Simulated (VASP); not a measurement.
# AlNi (Cmmm) in VASP: a series of runs, part 3 of 3

VASP 6.6.1.

**6. Single point, LDA, collinear spin, ferromagnetic start**

This run uses another cell than the first one, of 11.97 Å³/atom.

Contents of INCAR:

```
SYSTEM = AlNi
PREC     = Accurate       ! precision mode
ENCUT    = 520            ! plane-wave cutoff, eV
EDIFF    = 1E-6           ! SCF threshold, eV
ISMEAR   = -1             ! smearing method
SIGMA    = 0.05           ! smearing width, eV
LREAL    = .False.        ! projectors in reciprocal space
LASPH    = .True.         ! aspherical terms in the spheres
NELM     = 150            ! most SCF steps
ALGO     = Fast           ! electronic algorithm
ISIF     = 2              ! what is computed and relaxed
LWAVE    = .False.        ! write WAVECAR
LCHARG   = .True.         ! write CHGCAR
ISPIN    = 2              ! spin polarisation
MAGMOM   = 1 0            ! initial moments
LORBIT   = 11             ! projections on sites
LMAXMIX  = 4              ! l up to which the mixer works
LELF     = .True.         ! ELF
LVHAR    = .True.       
NBANDS   = 18             ! bands
```

Contents of KPOINTS:

```
Automatic mesh
0
Gamma
  10 10 9
  0 0 0
```

Contents of POSCAR:

```
AlNi
1.0
    1.9515334073     -1.9661255611      0.0000000000
    1.9515334073      1.9661255611      0.0000000000
    0.0000000000      0.0000000000      3.1199566663
Ni Al
1 1
Direct
    0.5000000000      0.5000000000      0.5000000000
    0.0000000000      0.0000000000      0.0000000000
```

Potentials or basis: VASP PAW LDA potentials, release 64 (Ni, Al).

Command:

```bash
cat potpaw_LDA.64/Ni/POTCAR potpaw_LDA.64/Al/POTCAR > POTCAR
mpirun -np 1 vasp_std > vasp.out
```

OUTCAR:

```text
SYSTEM = AlNi
   PREC = Accurate
   ENCUT = 520
   EDIFF = 1E-6
   ISMEAR = -1
   LREAL = .False.
   LASPH = .True.
   NELM = 150
   ISIF = 2
   ISPIN = 2
   LORBIT = 11

 ion  position               nearest neighbor table
   1  0.500  0.500  0.500-   2 2.50   2 2.50   2 2.50   2 2.50   2 2.51   2 2.51   2 2.51   2 2.51

   2  0.000  0.000  0.000-   1 2.50   1 2.50   1 2.50   1 2.50   1 2.51   1 2.51   1 2.51   1 2.51

  LATTYP: Found a base centered orthorhombic cell.
 ALAT       =     3.9030668146
 B/A-ratio  =     1.0074772759
 C/A-ratio  =     0.7993603017

  Lattice vectors:

 A1 = (   1.9515334073,  -1.9661255611,   0.0000000000)
 A2 = (   1.9515334073,   1.9661255611,   0.0000000000)
 A3 = (   0.0000000000,   0.0000000000,   3.1199566663)

Analysis of symmetry for initial positions (statically):
=====================================================================
 Subroutine PRICEL returns:
 Original cell was already a primitive cell.

 Routine SETGRP: Setting up the symmetry group for a
 base centered orthorhombic supercell.

 Subroutine GETGRP returns: Found  8 space group operations
 (whereof  8 operations were pure point group operations)
 out of a pool of  8 trial point group operations.

The static configuration has the point symmetry D_2h.

Analysis of symmetry for dynamics (positions and initial velocities):
=====================================================================
 Subroutine PRICEL returns:
 Original cell was already a primitive cell.

 Routine SETGRP: Setting up the symmetry group for a
 base centered orthorhombic supercell.

 Subroutine GETGRP returns: Found  8 space group operations
 (whereof  8 operations were pure point group operations)
 out of a pool of  8 trial point group operations.

The dynamic configuration has the point symmetry D_2h.

Analysis of structural, dynamic, and magnetic symmetry:
=====================================================================
 Subroutine PRICEL returns:
 Original cell was already a primitive cell.

 Routine SETGRP: Setting up the symmetry group for a
 base centered orthorhombic supercell.

 Subroutine GETGRP returns: Found  8 space group operations
 (whereof  8 operations were pure point group operations)
 out of a pool of  8 trial point group operations.

The overall configuration has the point symmetry D_2h.

 Subroutine INISYM returns: Found  8 space group operations
 (whereof  8 operations are pure point group operations),
 and found     1 'primitive' translations

----------------------------------------------------------------------------------------

                                     Primitive cell

  volume of cell :      23.9423

  direct lattice vectors                    reciprocal lattice vectors
     1.951533407 -1.966125561  0.000000000     0.256208783 -0.254307258  0.000000000
     1.951533407  1.966125561  0.000000000     0.256208783  0.254307258  0.000000000
     0.000000000  0.000000000  3.119956666     0.000000000  0.000000000  0.320517272

  length of vectors
     2.770222439  2.770222439  3.119956666     0.360991859  0.360991859  0.320517272

  position of ions in fractional coordinates (direct lattice)
[... 72 lines left out ...]
   ICHARG =      2    charge: 1-file 2-atom 10-const
   ISPIN  =      2    spin polarized calculation?
   LNONCOLLINEAR =      F non collinear calculations
   LSORBIT =      F    spin-orbit coupling
   LASPH  =      T    aspherical Exc in radial PAW
   ENCUT  =  520.0 eV  38.22 Ry    6.18 a.u.   5.15  5.15  5.80*2*pi/ulx,y,z
   NELM   =    150;   NELMIN=  2; NELMDL= -5     # of ELM steps
   EDIFF  = 0.1E-05   stopping-criterion for ELM
   LREAL  =      F    real-space projection
   EDIFFG = 0.1E-04   stopping-criterion for IOM
   NSW    =      0    number of steps for IOM
   IBRION =     -1    ionic relax: 0-MD 1-quasi-New 2-CG
   NFREE  =      0    steps in history (QN), initial steepest desc. (CG)
   ISIF   =      2    stress and relaxation
   ISYM   =      2    0-nonsym 1-usesym 2-fastsym
   POTIM  = 0.5000    time-step for ionic-motion
   TEBEG  =    0.0;   TEEND  =   0.0 temperature during run
   PSTRESS=    0.0 pullay stress
   NELECT =      13.0000    total number of electrons
   NUPDOWN=      -1.0000    fix difference up-down
   EMIN   =  10.00;   EMAX   =-10.00  energy-range for DOS
   EFERMI =   0.00;   METHOD = LEGACY
   ISMEAR =    -1;   SIGMA  =   0.05  broadening in eV -4-tet -1-fermi 0-gaus
   EFERMI_NEDOS =   21; number of points for ismear=-14 and -15
   IALGO  =     68    algorithm
   IMIX   =      4    mixing-type and parameters
     AMIX     =   0.40;   BMIX     =  1.00
     AMIX_MAG =   1.60;   BMIX_MAG =  1.00
  volume/ion in A,a.u.               =      11.97        80.79
  Fermi-wavevector in a.u.,A,eV,Ry     =   1.335572  2.523865 24.269432  1.783753
  Thomas-Fermi vector in A             =   2.464266
   LORBIT       =     11    0 simple, 1 ext, 2 COOP (PROOUT), +10 PAW based schemes
   GGA     = CA    functional components
   LHFCALC =     F    Hartree Fock is set to
   AEXX    =    0.0000 exact exchange contribution
   IVDW    =     0    specifies the selected vdW correction
   LEPSILON=     F    determine dielectric tensor
   LRPA    =     F    only Hartree local field effects (RPA)
 spin polarized calculation
 RMM-DIIS sequential band-by-band and
  energy-cutoff  :      520.00
  volume of cell :       23.94
 maximum number of plane-waves:       656
 NGX is ok and might be reduce to    24
   NGX = 11   NGY = 11   NGZ = 11

 number of electron      12.9999999 magnetization       0.0018823

 number of electron      12.9999999 magnetization      -0.0004859

 Free energy of the ion-electron system (eV)
  ---------------------------------------------------
  ext. energy  EPLUGINS =         0.00000000
  ---------------------------------------------------
  free energy    TOTEN  =       -12.12658320 eV

  energy without entropy =      -12.11930881  energy(sigma->0) =      -12.12294601

 E-fermi :   9.7208     XC(G=0): -12.2941

 val. band max:        9.7133962555   @ k =   0.0000   0.0000   0.2222
 cond. band min:       9.7687801976   @ k =   0.4000   0.3000   0.1111
 fundamental gap:      0.0553839421
 Fermi energy:         9.7208082380

 spin component 1

 k-point     1 :       0.0000    0.0000    0.0000
  band No.  band energies     occupation
      1      -1.3530      1.00000
      2       6.4056      1.00000
      3       6.5326      1.00000
      4       8.0935      1.00000
      5       8.1125      1.00000
      6       8.4084      1.00000
[... 493 lines left out ...]
     17      32.4946      0.00000
     18      33.4453      0.00000

 [... further k-points ...]

 spin component 2

 k-point     1 :       0.0000    0.0000    0.0000
  band No.  band energies     occupation
      1      -1.3530      1.00000
      2       6.4053      1.00000
      3       6.5318      1.00000
      4       8.0929      1.00000
      5       8.1120      1.00000
      6       8.4077      1.00000
[... 493 lines left out ...]
     17      32.4945      0.00000
     18      33.4452      0.00000

 [... further k-points ...]

------------------------ aborting loop because EDIFF is reached ----------------------------------------

  FORCE on cell =-STRESS in cart. coord.  units (eV):
  Direction    XX          YY          ZZ          XY          YZ          ZX
  --------------------------------------------------------------------------------------
  -------------------------------------------------------------------------------------
  Total       -0.6810449     -0.9045603     -1.8257541      0.0000000      0.0000000      0.0000000
  in kB      -45.5743540    -60.5316225   -122.1763253      0.0000000      0.0000000      0.0000000
  external PRESSURE =     -76.0941006 kB  Pullay stress =       0.0000000 kB

 VOLUME and BASIS-vectors are now :
 -----------------------------------------------------------------------------
  energy-cutoff  :      520.00
  volume of cell :       23.94
      direct lattice vectors                 reciprocal lattice vectors
     1.951533407 -1.966125561  0.000000000     0.256208783 -0.254307258  0.000000000
     1.951533407  1.966125561  0.000000000     0.256208783  0.254307258  0.000000000
     0.000000000  0.000000000  3.119956666     0.000000000  0.000000000  0.320517272

 POSITION                                       TOTAL-FORCE (eV/Angst)
 -----------------------------------------------------------------------------------
      1.95153      0.00000      1.55998         0.000000     -0.000000      0.000000
      0.00000      0.00000      0.00000        -0.000000      0.000000      0.000000
 -----------------------------------------------------------------------------------
    total drift:                                0.000000      0.000000     -0.000000

  FREE ENERGIE OF THE ION-ELECTRON SYSTEM (eV)
  ---------------------------------------------------
  free  energy   TOTEN  =       -12.1265832013 eV

  energy  without entropy=      -12.1193088132  energy(sigma->0) =      -12.12294601

 total charge

# of ion       s       p       d       tot
------------------------------------------
    1        0.483   0.514   8.488   9.486
    2        0.391   0.420   0.000   0.811
--------------------------------------------------
tot          0.875   0.934   8.488  10.297

 magnetization (x)

# of ion       s       p       d       tot
------------------------------------------
    1       -0.000   0.000  -0.000  -0.000
    2        0.000  -0.000   0.000  -0.000
--------------------------------------------------
tot         -0.000   0.000  -0.000  -0.000
```

Run time: 2.6 min. Hardware: 1 thread of Intel Xeon 8259CL, shared host; peak memory 0.21 GiB.

Results:

| Quantity | Value |
| --- | --- |
| Free energy | -12.1266 eV |
| Pressure | -7.6 GPa |
| Net moment | 0.00 μB per cell |
| Valence electrons inside the program's atomic spheres | Ni 9.49; Al 0.81 |

Caveat: the stress differs along the axes, from -12 to -5 GPa; the moments typed at the start vanished in this run.

**7. The runs side by side**

```csv
cell,gap on the mesh (eV),pressure (GPa),moment (μB)
"a = 2.696, b = 2.696, c = 3.036 Å, angles 90.0, 90.0, 90.4°, 2 atoms",none,7.0,0.00
"a = 2.715, b = 2.715, c = 3.058 Å, angles 90.0, 90.0, 90.4°, 2 atoms",none,2.8,0.00
"a = 2.734, b = 2.734, c = 3.079 Å, angles 90.0, 90.0, 90.4°, 2 atoms",none,-1.2,0.00
"a = 2.752, b = 2.752, c = 3.099 Å, angles 90.0, 90.0, 90.4°, 2 atoms",none,-4.7,0.00
"a = 2.770, b = 2.770, c = 3.120 Å, angles 90.0, 90.0, 90.4°, 2 atoms",none,-7.6,0.00
```

Alike in all rows: task single point; level LDA; potentials or basis VASP PAW LDA potentials, release 64 (Ni, Al); spin collinear, ferromagnetic start; k mesh 10 × 10 × 9; cutoff (eV) 520; smearing fermi-dirac 0.05 eV.

Caveats: the moments typed at the start vanished in this run; the stress differs along the axes, from 1 to 11 GPa (at least some runs); the stress differs along the axes, from -3 to 6 GPa (at least some runs); the stress differs along the axes, from -6 to 2 GPa (at least some runs); the stress differs along the axes, from -10 to -1 GPa (at least some runs); the stress differs along the axes, from -12 to -5 GPa (at least some runs).

Total energies depend on the potentials used, so only differences within one code and one set of settings carry meaning.

The gap in the log of VASP goes by the Fermi energy; the results here count the filled bands.